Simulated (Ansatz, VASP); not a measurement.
**One calculation of Sc, two programs**

```xyz
2
Lattice="2.0116 1.1614 3.7302 -2.0116 1.1614 3.7302 0.0000 -2.3228 3.7302" Properties=species:S:1:pos:R:3 pbc="T T T"
Sc    0.0000    0.0000    2.5463
Sc    0.0000    0.0000    8.6443
```

Alike in both runs: task relaxation of cell and atoms; functional r2SCAN; k mesh 6 × 6 × 6; occupations gaussian, width 0.1 eV; no spin polarisation.

```csv
,VASP,Ansatz
version,VASP 6.6.1,Ansatz 0.2.0
potentials or method,"VASP PAW PBE potentials, release 64 (Sc_sv), cutoff 600 eV","scalar-relativistic, plane waves, PAW"
valence electrons in the cell,22,22
```

Ansatz gave:

| Item | Value |
| --- | --- |
| gap on the k mesh at the Fermi level, each at its own relaxed structure (eV) | none |
| relaxed volume (Å³/atom) | 25.02 |
| relaxed cell length with the largest relative difference (Å) | 5.697 |

**Question.** Which values does VASP return?

**Answer.** gap on the k mesh at the Fermi level, each at its own relaxed structure (eV): none; relaxed volume (Å³/atom): 25.16; relaxed cell length with the largest relative difference (Å): 5.689.

VASP's potentials were made for PBE, not for r2SCAN. A gap of «none» marks a metal or a gap that the smearing closes.
